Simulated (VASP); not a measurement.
# Na (Fd-3m) in VASP: further runs

Na is run at these levels: PBEsol; tasks: single point.

All numbers are computed with VASP 6.6.1; they aren't measurements. Logs are shortened: lines on timing, memory, paths and dates and some standing lists are left out, and cuts for length are marked.

**1. The cell of the first run**

Symmetry: Fd-3m, No. 227, cubic system. The conventional cell has a = 5.647 Å, b = 5.647 Å, c = 5.647 Å, α = 90.00°, β = 90.00°, γ = 90.00°. Within 3.2 Å of Na (site symmetry -43m) lie 4 Na at 2.45 Å.

**2. Single point, PBEsol (volume scaled by 0.43)**

File INCAR:

```
PREC = Accurate
ENCUT = 520
EDIFF = 1E-6
ISMEAR = -1
SIGMA = 0.08
LREAL = False
LASPH = True
NELM = 60
ALGO = Normal
ISIF = 2
LWAVE = False
LCHARG = True
GGA = PS
LELF = True
LVHAR = True
NBANDS = 14
```

File KPOINTS:

```
Automatic mesh
0
Gamma
  9 9 9
```

File POSCAR:

```
Na
1.0
    0.0000000000      2.8233412516      2.8233412516
    2.8233412516      0.0000000000      2.8233412516
    2.8233412516      2.8233412516      0.0000000000
Na
2
Direct
   -0.1250000000     -0.1250000000     -0.1250000000
    0.1250000000      0.1250000000      0.1250000000
```

Potentials or basis: VASP PAW PBE potentials, release 64 (Na_pv).

Started as:

```bash
$ cat potpaw_PBE.64/Na_pv/POTCAR > POTCAR
$ mpirun -np 1 vasp_std > vasp.out
```

OUTCAR:

```text
PREC = Accurate
   ENCUT = 520
   EDIFF = 1E-6
   ISMEAR = -1
   LREAL = False
   LASPH = True
   NELM = 60
   ISIF = 2
   GGA = PS

 ion  position               nearest neighbor table
   1  0.875  0.875  0.875-   2 2.45   2 2.45   2 2.45   2 2.45
   2  0.125  0.125  0.125-   1 2.45   1 2.45   1 2.45   1 2.45

  LATTYP: Found a face centered cubic cell.
 ALAT       =     5.6466825032

  Lattice vectors:

 A1 = (   0.0000000000,   2.8233412516,   2.8233412516)
 A2 = (   2.8233412516,   0.0000000000,   2.8233412516)
 A3 = (   2.8233412516,   2.8233412516,   0.0000000000)

Analysis of symmetry for initial positions (statically):
=====================================================================
 Subroutine PRICEL returns:
 Original cell was already a primitive cell.

 Routine SETGRP: Setting up the symmetry group for a
 face centered cubic supercell.

 Subroutine GETGRP returns: Found 48 space group operations
 (whereof 12 operations were pure point group operations)
 out of a pool of 48 trial point group operations.

The static configuration has the point symmetry D_3d.
 The point group associated with its full space group is O_h .

Analysis of symmetry for dynamics (positions and initial velocities):
=====================================================================
 Subroutine PRICEL returns:
 Original cell was already a primitive cell.

 Routine SETGRP: Setting up the symmetry group for a
 face centered cubic supercell.

 Subroutine GETGRP returns: Found 48 space group operations
 (whereof 12 operations were pure point group operations)
 out of a pool of 48 trial point group operations.

The dynamic configuration has the point symmetry D_3d.
 The point group associated with its full space group is O_h .

 Subroutine INISYM returns: Found 48 space group operations
 (whereof 12 operations are pure point group operations),
 and found     1 'primitive' translations

----------------------------------------------------------------------------------------

                                     Primitive cell

  volume of cell :      45.0112

  direct lattice vectors                    reciprocal lattice vectors
     0.000000000  2.823341252  2.823341252    -0.177095135  0.177095135  0.177095135
     2.823341252  0.000000000  2.823341252     0.177095135 -0.177095135  0.177095135
     2.823341252  2.823341252  0.000000000     0.177095135  0.177095135 -0.177095135

  length of vectors
     3.992807489  3.992807489  3.992807489     0.306737772  0.306737772  0.306737772

  position of ions in fractional coordinates (direct lattice)
     0.875000000  0.875000000  0.875000000
     0.125000000  0.125000000  0.125000000

  ion indices of the primitive-cell ions
   primitive index   ion index
                 1           1
                 2           2

----------------------------------------------------------------------------------------

 KPOINTS: Automatic mesh

Automatic generation of k-mesh.
 Grid dimensions read from file:
 generate k-points for:    9    9    9

 Generating k-lattice:

  Cartesian coordinates                     Fractional coordinates (reciprocal lattice)
    -0.019677237  0.019677237  0.019677237     0.111111111  0.000000000  0.000000000
     0.019677237 -0.019677237  0.019677237     0.000000000  0.111111111  0.000000000
     0.019677237  0.019677237 -0.019677237     0.000000000  0.000000000  0.111111111

  Length of vectors
     0.034081975  0.034081975  0.034081975

  Shift w.r.t. Gamma in fractional coordinates (k-lattice)
     0.000000000  0.000000000  0.000000000

 Subroutine IBZKPT returns following result:
 ===========================================

 Found     35 irreducible k-points:

 Following reciprocal coordinates:
            Coordinates               Weight
  0.000000  0.000000  0.000000      1.000000
  0.111111  0.000000  0.000000      8.000000
  0.222222  0.000000  0.000000      8.000000
  0.333333  0.000000  0.000000      8.000000
  0.444444  0.000000  0.000000      8.000000
  0.111111  0.111111  0.000000      6.000000
[... 16 lines left out ...]
 -0.333333  0.333333  0.000000     12.000000
  0.444444  0.444444  0.000000      6.000000
 [... further k-points ...]
   k-points           NKPTS =     35   k-points in BZ     NKDIM =     35   number of bands    NBANDS=     14
   number of dos      NEDOS =    301   number of ions     NIONS =      2
   total plane-waves  NPLWV =  27000
   dimension x,y,z NGX =    30 NGY =   30 NGZ =   30
   dimension x,y,z NGXF=    60 NGYF=   60 NGZF=   60
   ions per type =               2
   NGX,Y,Z   is equivalent  to a cutoff of  12.49, 12.49, 12.49 a.u.
   NGXF,Y,Z  is equivalent  to a cutoff of  24.98, 24.98, 24.98 a.u.
 SYSTEM =  unknown system
   PREC   = accura    normal or accurate (medium, high low for compatibility)
   ISTART =      0    job   : 0-new  1-cont  2-samecut
   ICHARG =      2    charge: 1-file 2-atom 10-const
   ISPIN  =      1    spin polarized calculation?
   LNONCOLLINEAR =      F non collinear calculations
   LSORBIT =      F    spin-orbit coupling
   LASPH  =      T    aspherical Exc in radial PAW
   ENCUT  =  520.0 eV  38.22 Ry    6.18 a.u.   7.42  7.42  7.42*2*pi/ulx,y,z
   NELM   =     60;   NELMIN=  2; NELMDL= -5     # of ELM steps
   EDIFF  = 0.1E-05   stopping-criterion for ELM
   LREAL  =      F    real-space projection
   EDIFFG = 0.1E-04   stopping-criterion for IOM
   NSW    =      0    number of steps for IOM
   IBRION =     -1    ionic relax: 0-MD 1-quasi-New 2-CG
   NFREE  =      0    steps in history (QN), initial steepest desc. (CG)
   ISIF   =      2    stress and relaxation
   ISYM   =      2    0-nonsym 1-usesym 2-fastsym
   POTIM  = 0.5000    time-step for ionic-motion
   TEBEG  =    0.0;   TEEND  =   0.0 temperature during run
   PSTRESS=    0.0 pullay stress
   NELECT =      14.0000    total number of electrons
   NUPDOWN=      -1.0000    fix difference up-down
   EMIN   =  10.00;   EMAX   =-10.00  energy-range for DOS
   EFERMI =   0.00;   METHOD = LEGACY
   ISMEAR =    -1;   SIGMA  =   0.08  broadening in eV -4-tet -1-fermi 0-gaus
   EFERMI_NEDOS =   21; number of points for ismear=-14 and -15
   IALGO  =     38    algorithm
   IMIX   =      4    mixing-type and parameters
     AMIX     =   0.40;   BMIX     =  1.00
     AMIX_MAG =   1.60;   BMIX_MAG =  1.00
  volume/ion in A,a.u.               =      22.51       151.88
  Fermi-wavevector in a.u.,A,eV,Ry     =   1.109202  2.096089 16.739656  1.230330
  Thomas-Fermi vector in A             =   2.245739
   LORBIT       =      0    0 simple, 1 ext, 2 COOP (PROOUT), +10 PAW based schemes
   GGA     = PS    functional components
   LHFCALC =     F    Hartree Fock is set to
   AEXX    =    0.0000 exact exchange contribution
   IVDW    =     0    specifies the selected vdW correction
   LEPSILON=     F    determine dielectric tensor
   LRPA    =     F    only Hartree local field effects (RPA)
 non-spin polarized calculation
  energy-cutoff  :      520.00
  volume of cell :       45.01
 maximum number of plane-waves:      1243
 NGX is ok and might be reduce to    30
   NGX = 15   NGY = 15   NGZ = 15

 number of electron      13.9999990 magnetization

 Free energy of the ion-electron system (eV)
  ---------------------------------------------------
  ext. energy  EPLUGINS =         0.00000000
  ---------------------------------------------------
  free energy    TOTEN  =        -0.97653811 eV

  energy without entropy =       -0.96410529  energy(sigma->0) =       -0.97032170

 E-fermi :   2.4152     XC(G=0):  -7.9894

 val. band max:        2.4007575908   @ k =  -0.3333   0.4444   0.2222
 cond. band min:       2.5900449919   @ k =  -0.4444   0.4444   0.0000
 fundamental gap:      0.1892874011
 Fermi energy:         2.4151769925

 k-point     1 :       0.0000    0.0000    0.0000
  band No.  band energies     occupation
      1     -23.7253      2.00000
      2     -23.7253      2.00000
      3     -23.7253      2.00000
      4     -23.3839      2.00000
      5     -23.3839      2.00000
      6     -23.3839      2.00000
      7      -2.1653      2.00000
      8      10.3660      0.00000
      9      10.3660      0.00000
     10      10.3660      0.00000
     11      10.4991      0.00000
     12      10.4991      0.00000
     13      10.4991      0.00000
     14      13.0125      0.00000

 k-point     2 :       0.1111    0.0000    0.0000
  band No.  band energies     occupation
      1     -23.7321      2.00000
      2     -23.7321      2.00000
      3     -23.7287      2.00000
      4     -23.3844      2.00000
      5     -23.3775      2.00000
      6     -23.3775      2.00000
      7      -1.9795      2.00000
      8       8.3425      0.00000
      9       9.7082      0.00000
     10       9.7082      0.00000
     11      11.3426      0.00000
     12      11.4343      0.00000
     13      11.4344      0.00000
     14      12.3670      0.00000

 k-point     3 :       0.2222    0.0000    0.0000
  band No.  band energies     occupation
      1     -23.7481      2.00000
      2     -23.7481      2.00000
      3     -23.7382      2.00000
      4     -23.3850      2.00000
      5     -23.3624      2.00000
      6     -23.3624      2.00000
      7      -1.4287      2.00000
      8       6.1149      0.00000
      9       9.2565      0.00000
     10       9.2566      0.00000
     11      11.2426      0.00000
     12      11.3207      0.00000
     13      11.3207      0.00000
     14      12.7253      0.00000
[... 324 lines left out ...]
 k-point    23 :      -0.3333    0.3333    0.0000
  band No.  band energies     occupation
      1     -23.8444      2.00000
      2     -23.8034      2.00000
      3     -23.6409      2.00000
      4     -23.4915      2.00000
      5     -23.3117      2.00000
      6     -23.2852      2.00000
      7       1.9742      1.99196
      8       3.4846      0.00000
      9       3.7069      0.00000
     10       7.4461      0.00000
     11       8.5084      0.00000
     12      13.2385      0.00000
     13      13.7790      0.00000
     14      14.0053      0.00000

 k-point    24 :       0.4444    0.4444    0.0000
  band No.  band energies     occupation
      1     -23.8279      2.00000
      2     -23.8279      2.00000
      3     -23.5999      2.00000
      4     -23.5425      2.00000
      5     -23.2903      2.00000
      6     -23.2903      2.00000
      7       1.5754      1.99994
      8       3.4999      0.00000
      9       6.6968      0.00000
     10       6.6968      0.00000
     11       7.5140      0.00000
     12       7.5638      0.00000
     13      16.6936      0.00000
     14      17.9678      0.00000

 [... further k-points ...]
[... 5 lines left out ...]
  --------------------------------------------------------------------------------------
  -------------------------------------------------------------------------------------
  Total        3.2331328      3.2331328      3.2331328     -0.0000000     -0.0000000     -0.0000000
  in kB      115.0837515    115.0837515    115.0837515     -0.0000000     -0.0000000     -0.0000000
  external PRESSURE =     115.0837515 kB  Pullay stress =       0.0000000 kB

 VOLUME and BASIS-vectors are now :
 -----------------------------------------------------------------------------
  energy-cutoff  :      520.00
  volume of cell :       45.01
      direct lattice vectors                 reciprocal lattice vectors
     0.000000000  2.823341252  2.823341252    -0.177095135  0.177095135  0.177095135
     2.823341252  0.000000000  2.823341252     0.177095135 -0.177095135  0.177095135
     2.823341252  2.823341252  0.000000000     0.177095135  0.177095135 -0.177095135

 POSITION                                       TOTAL-FORCE (eV/Angst)
 -----------------------------------------------------------------------------------
      4.94085      4.94085      4.94085         0.000000     -0.000000     -0.000000
      0.70584      0.70584      0.70584        -0.000000      0.000000      0.000000
 -----------------------------------------------------------------------------------
    total drift:                               -0.000000      0.000000      0.000000

  FREE ENERGIE OF THE ION-ELECTRON SYSTEM (eV)
  ---------------------------------------------------
  free  energy   TOTEN  =        -0.9765381098 eV

  energy  without entropy=       -0.9641052894  energy(sigma->0) =       -0.97032170
```

It took 13 s on 1 thread of Intel Xeon Platinum 8375C at 2.90GHz (Ice Lake), shared host; peak memory 0.16 GiB.

What came out:

```yaml
Free_energy: -0.9765 eV
Pressure: 11.5 GPa
Band_gap_on_the_k_mesh: zero (band 7 reaches 2.85 eV, above the bottom of band 8 at 1.94 eV)
```

Levels at points of the mesh, in eV from the Fermi level:
```csv
k point,band 3,band 4,band 5,band 6,band 7,band 8,band 9,band 10,band 11,band 12
"(0.00, 0.00, 0.00)",-26.14,-25.80,-25.80,-25.80,-4.58,7.95,7.95,7.95,8.08,8.08
```

Caveat: the PAW data sets were made with another functional, which shifts forces and pressure a little.

**3. Single point, PBEsol (volume scaled by 0.5)**

File INCAR:

```
SYSTEM = Na
ALGO     = Normal         ! electronic algorithm
EDIFF    = 1E-7           ! SCF threshold, eV
ENCUT    = 520            ! plane-wave cutoff, eV
GGA      = PS             ! functional
ISIF     = 2              ! what is computed and relaxed
ISMEAR   = -1             ! smearing method
LASPH    = .True.         ! aspherical terms in the spheres
LCHARG   = .False.        ! write CHGCAR
LREAL    = .False.        ! projectors in reciprocal space
LWAVE    = .False.        ! write WAVECAR
NBANDS   = 14             ! bands
NELM     = 100            ! most SCF steps
PREC     = Accurate       ! precision mode
SIGMA    = 0.08           ! smearing width, eV
```

File KPOINTS:

```
k-points
0
Gamma
  9 9 9
  0 0 0
```

File POSCAR:

```
Na
1.0
    0.0000000000      2.9689113035      2.9689113035
    2.9689113035      0.0000000000      2.9689113035
    2.9689113035      2.9689113035      0.0000000000
Na
2
Direct
   -0.1250000000     -0.1250000000     -0.1250000000
    0.1250000000      0.1250000000      0.1250000000
```

Potentials or basis: VASP PAW PBE potentials, release 64 (Na_pv).

Started as:

```bash
$ cat potpaw_PBE.64/Na_pv/POTCAR > POTCAR
$ mpirun -np 1 vasp_std > vasp.out
```

It took 9.4 s on 1 thread of Intel Xeon Platinum 8375C at 2.90GHz (Ice Lake), shared host; peak memory 0.17 GiB.

Results (log left out):

| Item | Value |
| --- | --- |
| Free energy | -1.3976 eV |
| Pressure | 7.2 GPa |
| Band gap on the k mesh | zero (band 7 reaches 2.19 eV, above the bottom of band 8 at 1.17 eV) |

Levels at points of the mesh, in eV from the Fermi level:
```tsv
k point	band 5	band 6	band 7	band 8	band 9	band 10
(0.00, 0.00, 0.00)	-25.60	-25.60	-4.16	7.28	7.28	7.28
```

Caveat: the PAW data sets were made with another functional, which shifts forces and pressure a little.
